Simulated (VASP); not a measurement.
# Pd (Fd-3m) in VASP: notebook, part 2 of 2

VASP 6.6.1. The steps go on from the part before.

**6. Single point, PBE (volume scaled by 0.8)**

The input, INCAR:

```
SYSTEM = Pd
ALGO = Normal
EDIFF = 1E-6
ENCUT = 520
GGA = PE
ISIF = 2
ISMEAR = -1
LASPH = .TRUE.
LCHARG = .FALSE.
LREAL = .FALSE.
LWAVE = .FALSE.
NBANDS = 17
NELM = 60
PREC = Accurate
SIGMA = 0.08
```

The input, KPOINTS:

```
k-points
0
G
  12 12 12
  0 0 0
```

The input, POSCAR:

```
Pd
1.0
    0.0000000000      2.6973208511      2.6973208511
    2.6973208511      0.0000000000      2.6973208511
    2.6973208511      2.6973208511      0.0000000000
Pd
2
Direct
   -0.1250000000     -0.1250000000     -0.1250000000
    0.1250000000      0.1250000000      0.1250000000
```

Potentials or basis: VASP PAW PBE potentials, release 64 (Pd).

Started as:

```sh
$ cat potpaw_PBE.64/Pd/POTCAR > POTCAR
$ mpirun -np 1 vasp_std > vasp.out
```

OUTCAR:

```text
SYSTEM = Pd
   EDIFF = 1E-6
   ENCUT = 520
   GGA = PE
   ISIF = 2
   ISMEAR = -1
   LASPH = .TRUE.
   LREAL = .FALSE.
   NELM = 60
   PREC = Accurate

 ion  position               nearest neighbor table
   1  0.875  0.875  0.875-   2 2.34   2 2.34   2 2.34   2 2.34
   2  0.125  0.125  0.125-   1 2.34   1 2.34   1 2.34   1 2.34

  LATTYP: Found a face centered cubic cell.
 ALAT       =     5.3946417022

  Lattice vectors:

 A1 = (   0.0000000000,   2.6973208511,   2.6973208511)
 A2 = (   2.6973208511,   0.0000000000,   2.6973208511)
 A3 = (   2.6973208511,   2.6973208511,   0.0000000000)

Analysis of symmetry for initial positions (statically):
=====================================================================
 Subroutine PRICEL returns:
 Original cell was already a primitive cell.

 Routine SETGRP: Setting up the symmetry group for a
 face centered cubic supercell.

 Subroutine GETGRP returns: Found 48 space group operations
 (whereof 12 operations were pure point group operations)
 out of a pool of 48 trial point group operations.

The static configuration has the point symmetry D_3d.
 The point group associated with its full space group is O_h .

Analysis of symmetry for dynamics (positions and initial velocities):
=====================================================================
 Subroutine PRICEL returns:
 Original cell was already a primitive cell.

 Routine SETGRP: Setting up the symmetry group for a
 face centered cubic supercell.

 Subroutine GETGRP returns: Found 48 space group operations
 (whereof 12 operations were pure point group operations)
 out of a pool of 48 trial point group operations.

The dynamic configuration has the point symmetry D_3d.
 The point group associated with its full space group is O_h .

 Subroutine INISYM returns: Found 48 space group operations
 (whereof 12 operations are pure point group operations),
 and found     1 'primitive' translations

----------------------------------------------------------------------------------------

                                     Primitive cell

  volume of cell :      39.2489

  direct lattice vectors                    reciprocal lattice vectors
     0.000000000  2.697320851  2.697320851    -0.185369123  0.185369123  0.185369123
     2.697320851  0.000000000  2.697320851     0.185369123 -0.185369123  0.185369123
     2.697320851  2.697320851  0.000000000     0.185369123  0.185369123 -0.185369123

  length of vectors
     3.814587730  3.814587730  3.814587730     0.321068739  0.321068739  0.321068739

  position of ions in fractional coordinates (direct lattice)
     0.875000000  0.875000000  0.875000000
     0.125000000  0.125000000  0.125000000

  ion indices of the primitive-cell ions
   primitive index   ion index
                 1           1
                 2           2

----------------------------------------------------------------------------------------

 KPOINTS: k-points

Automatic generation of k-mesh.
 Grid dimensions read from file:
 generate k-points for:   12   12   12

 Generating k-lattice:

  Cartesian coordinates                     Fractional coordinates (reciprocal lattice)
    -0.015447427  0.015447427  0.015447427     0.083333333  0.000000000  0.000000000
     0.015447427 -0.015447427  0.015447427     0.000000000  0.083333333  0.000000000
     0.015447427  0.015447427 -0.015447427     0.000000000  0.000000000  0.083333333

  Length of vectors
     0.026755728  0.026755728  0.026755728

  Shift w.r.t. Gamma in fractional coordinates (k-lattice)
     0.000000000  0.000000000  0.000000000

 Subroutine IBZKPT returns following result:
 ===========================================

 Found     72 irreducible k-points:

 Following reciprocal coordinates:
            Coordinates               Weight
  0.000000  0.000000  0.000000      1.000000
  0.083333  0.000000  0.000000      8.000000
  0.166667  0.000000  0.000000      8.000000
  0.250000  0.000000  0.000000      8.000000
  0.333333  0.000000  0.000000      8.000000
  0.416667  0.000000  0.000000      8.000000
[... 16 lines left out ...]
  0.500000  0.166667  0.000000     24.000000
 -0.416667  0.166667  0.000000     24.000000
 [... further k-points ...]
   k-points           NKPTS =     72   k-points in BZ     NKDIM =     72   number of bands    NBANDS=     17
   number of dos      NEDOS =    301   number of ions     NIONS =      2
   total plane-waves  NPLWV =  21952
   dimension x,y,z NGX =    28 NGY =   28 NGZ =   28
   dimension x,y,z NGXF=    56 NGYF=   56 NGZF=   56
   ions per type =               2
   NGX,Y,Z   is equivalent  to a cutoff of  12.20, 12.20, 12.20 a.u.
   NGXF,Y,Z  is equivalent  to a cutoff of  24.41, 24.41, 24.41 a.u.
 SYSTEM =  Pd
   PREC   = accura    normal or accurate (medium, high low for compatibility)
   ISTART =      0    job   : 0-new  1-cont  2-samecut
   ICHARG =      2    charge: 1-file 2-atom 10-const
   ISPIN  =      1    spin polarized calculation?
   LNONCOLLINEAR =      F non collinear calculations
   LSORBIT =      F    spin-orbit coupling
   LASPH  =      T    aspherical Exc in radial PAW
   ENCUT  =  520.0 eV  38.22 Ry    6.18 a.u.   7.09  7.09  7.09*2*pi/ulx,y,z
   NELM   =     60;   NELMIN=  2; NELMDL= -5     # of ELM steps
   EDIFF  = 0.1E-05   stopping-criterion for ELM
   LREAL  =      F    real-space projection
   EDIFFG = 0.1E-04   stopping-criterion for IOM
   NSW    =      0    number of steps for IOM
   IBRION =     -1    ionic relax: 0-MD 1-quasi-New 2-CG
   NFREE  =      0    steps in history (QN), initial steepest desc. (CG)
   ISIF   =      2    stress and relaxation
   ISYM   =      2    0-nonsym 1-usesym 2-fastsym
   POTIM  = 0.5000    time-step for ionic-motion
   TEBEG  =    0.0;   TEEND  =   0.0 temperature during run
   PSTRESS=    0.0 pullay stress
   NELECT =      20.0000    total number of electrons
   NUPDOWN=      -1.0000    fix difference up-down
   EMIN   =  10.00;   EMAX   =-10.00  energy-range for DOS
   EFERMI =   0.00;   METHOD = LEGACY
   ISMEAR =    -1;   SIGMA  =   0.08  broadening in eV -4-tet -1-fermi 0-gaus
   EFERMI_NEDOS =   21; number of points for ismear=-14 and -15
   IALGO  =     38    algorithm
   IMIX   =      4    mixing-type and parameters
     AMIX     =   0.40;   BMIX     =  1.00
     AMIX_MAG =   1.60;   BMIX_MAG =  1.00
  volume/ion in A,a.u.               =      19.62       132.43
  Fermi-wavevector in a.u.,A,eV,Ry     =   1.307602  2.471009 23.263552  1.709823
  Thomas-Fermi vector in A             =   2.438325
   LORBIT       =      0    0 simple, 1 ext, 2 COOP (PROOUT), +10 PAW based schemes
   GGA     = PE    functional components
   LHFCALC =     F    Hartree Fock is set to
   AEXX    =    0.0000 exact exchange contribution
   IVDW    =     0    specifies the selected vdW correction
   LEPSILON=     F    determine dielectric tensor
   LRPA    =     F    only Hartree local field effects (RPA)
 non-spin polarized calculation
  energy-cutoff  :      520.00
  volume of cell :       39.25
 maximum number of plane-waves:      1067
   NGX = 15   NGY = 15   NGZ = 15

 number of electron      20.0000008 magnetization

 Free energy of the ion-electron system (eV)
  ---------------------------------------------------
  ext. energy  EPLUGINS =         0.00000000
  ---------------------------------------------------
  free energy    TOTEN  =        -7.61347726 eV

  energy without entropy =       -7.50211069  energy(sigma->0) =       -7.55779397

 E-fermi :   6.4808     XC(G=0): -11.1398

 val. band max:        6.4802457199   @ k =  -0.3333   0.3333   0.1667
 cond. band min:       6.4812634052   @ k =  -0.3333   0.3333   0.0000
 fundamental gap:      0.0010176853
 Fermi energy:         6.4808127734

 k-point     1 :       0.0000    0.0000    0.0000
  band No.  band energies     occupation
      1       0.7537      2.00000
      2       1.9120      2.00000
      3       1.9120      2.00000
      4       2.2138      2.00000
      5       2.2138      2.00000
      6       2.2138      2.00000
[... 9 lines left out ...]
     16      20.0050      0.00000
     17      20.2372      0.00000

 k-point     2 :       0.0833    0.0000    0.0000
  band No.  band energies     occupation
      1       0.8749      2.00000
      2       1.8329      2.00000
      3       1.8329      2.00000
      4       2.2155      2.00000
      5       2.3283      2.00000
      6       2.3283      2.00000
[... 9 lines left out ...]
     16      20.4307      0.00000
     17      20.8660      0.00000
[... 421 lines left out ...]
 k-point    24 :      -0.4167    0.1667    0.0000
  band No.  band energies     occupation
      1       1.5079      2.00000
      2       1.7811      2.00000
      3       2.0960      2.00000
      4       2.6574      2.00000
      5       2.8114      2.00000
      6       2.8855      2.00000
[... 9 lines left out ...]
     16      21.8116      0.00000
     17      21.8202      0.00000

 [... further k-points ...]
[... 5 lines left out ...]
  --------------------------------------------------------------------------------------
  -------------------------------------------------------------------------------------
  Total        6.2783135      6.2783135      6.2783135     -0.0000000      0.0000000     -0.0000000
  in kB      256.2865171    256.2865171    256.2865171     -0.0000000      0.0000000     -0.0000000
  external PRESSURE =     256.2865171 kB  Pullay stress =       0.0000000 kB

 VOLUME and BASIS-vectors are now :
 -----------------------------------------------------------------------------
  energy-cutoff  :      520.00
  volume of cell :       39.25
      direct lattice vectors                 reciprocal lattice vectors
     0.000000000  2.697320851  2.697320851    -0.185369123  0.185369123  0.185369123
     2.697320851  0.000000000  2.697320851     0.185369123 -0.185369123  0.185369123
     2.697320851  2.697320851  0.000000000     0.185369123  0.185369123 -0.185369123

 POSITION                                       TOTAL-FORCE (eV/Angst)
 -----------------------------------------------------------------------------------
      4.72031      4.72031      4.72031         0.000000      0.000000      0.000000
      0.67433      0.67433      0.67433        -0.000000     -0.000000     -0.000000
 -----------------------------------------------------------------------------------
    total drift:                                0.000000     -0.000000     -0.000000

  FREE ENERGIE OF THE ION-ELECTRON SYSTEM (eV)
  ---------------------------------------------------
  free  energy   TOTEN  =        -7.6134772579 eV

  energy  without entropy=       -7.5021106908  energy(sigma->0) =       -7.55779397
```

OSZICAR:

```text
N       E                     dE             d eps       ncg     rms          rms(c)
DAV:   1     0.104218442318E+03    0.10422E+03   -0.10099E+04  2448   0.111E+03
DAV:   2    -0.615447891491E+01   -0.11037E+03   -0.10371E+03  2589   0.238E+02
DAV:   3    -0.789508459595E+01   -0.17406E+01   -0.17300E+01  2916   0.333E+01
DAV:   4    -0.791018678834E+01   -0.15102E-01   -0.15100E-01  2954   0.289E+00
DAV:   5    -0.791051718169E+01   -0.33039E-03   -0.33039E-03  3015   0.464E-01    0.120E+01
DAV:   6    -0.764855507113E+01    0.26196E+00   -0.86106E-01  2880   0.785E+00    0.717E+00
DAV:   7    -0.762172597607E+01    0.26829E-01   -0.20267E-02  2774   0.121E+00    0.349E+00
DAV:   8    -0.761342452704E+01    0.83014E-02   -0.51555E-03  3053   0.589E-01    0.858E-02
DAV:   9    -0.761346875188E+01   -0.44225E-04   -0.18386E-04  2972   0.108E-01    0.266E-02
DAV:  10    -0.761347722684E+01   -0.84750E-05   -0.11810E-05  2729   0.283E-02    0.154E-03
DAV:  11    -0.761347725790E+01   -0.31063E-07   -0.49636E-07  1955   0.547E-03
   1 F= -.76134773E+01 E0= -.75577940E+01  d E =-.111367E+00
```

Wall time 58 s (1 thread of Intel Xeon 8259CL, shared host); peak memory 0.18 GiB.

Results:

- Free energy: -7.6135 eV
- Pressure: 25.6 GPa
- Band gap on the k mesh: zero (band 10 reaches 6.62 eV, above the bottom of band 11 at 6.06 eV)

Levels at points of the mesh, in eV from the Fermi level:
```csv
k point,band 7,band 8,band 9,band 10,band 11,band 12,band 13,band 14
"(0.00, 0.00, 0.00)",-1.82,-1.82,-1.82,-0.16,-0.16,13.18,13.20,13.20
"(0.50, 0.00, 0.00)",-1.36,-1.36,-0.64,-0.43,-0.43,1.58,9.72,9.72
"(0.50, 0.50, 0.00)",-2.46,-2.46,-0.19,-0.19,2.15,2.15,5.04,5.04
```

**7. Overview**

| cell | gap on the mesh (eV) | pressure (GPa) |
| --- | --- | --- |
| a = 3.466 Å, angles 60.0°, 2 atoms | none | 121.8 |
| a = 3.649 Å, angles 60.0°, 2 atoms | none | 58.0 |
| a = 3.815 Å, angles 60.0°, 2 atoms | none | 25.6 |

Alike in all rows: task single point; level PBE; potentials or basis VASP PAW PBE potentials, release 64 (Pd); no spin polarisation; k mesh 12 × 12 × 12; cutoff (eV) 520; smearing fermi-dirac 0.08 eV.

Total energies depend on the potentials used, so only differences within one code and one set of settings carry meaning.
